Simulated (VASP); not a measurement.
TaTc, 2 atoms in the cell. It takes space group Pm-3m (No. 221, cubic). The conventional cell has a = 3.172 Å, b = 3.172 Å, c = 3.172 Å, α = 90.00°, β = 90.00°, γ = 90.00°. Ta (site symmetry m-3m) has 8 Tc at 2.75 Å and 6 Ta at 3.17 Å within 3.6 Å. Tc (site symmetry m-3m) has 8 Ta at 2.75 Å and 6 Tc at 3.17 Å within 3.6 Å. 

| Quantity | Value |
| --- | --- |
| Program | VASP 6.6.1 |
| Task | single point |
| Functional | PBEsol |
| Dispersion | D3(BJ) |
| Potentials or basis | VASP PAW PBE potentials, release 64 (Ta_pv, Tc_pv) |
| Cutoff | 500 eV |
| k mesh | 7 × 7 × 7 |
| Occupations | fermi-dirac, width 0.1 eV |
| Spin | no spin polarisation |
| Dipole correction | no |
| Further INCAR settings | ALGO = Normal; EDIFF = 1e-06; NBANDS = 19 |

Potentials or basis: VASP PAW PBE potentials, release 64 (Ta_pv, Tc_pv).

Run with:

```bash
$ cat potpaw_PBE.64/Ta_pv/POTCAR potpaw_PBE.64/Tc_pv/POTCAR > POTCAR
$ mpirun -np 1 vasp_std > vasp.out
```

Hardware: 1 thread of Intel(R) Xeon(R) Platinum 8375C CPU @ 2.90GHz (Ice Lake), with other jobs on the host.

Question: How long does it take, and how much memory?

Answer: Run time: 8.4 s on 1 thread of Intel(R) Xeon(R) Platinum 8375C CPU @ 2.90GHz (Ice Lake) (shared host), peak memory 0.15 GiB. Counts: scf iterations 13, k points 20.
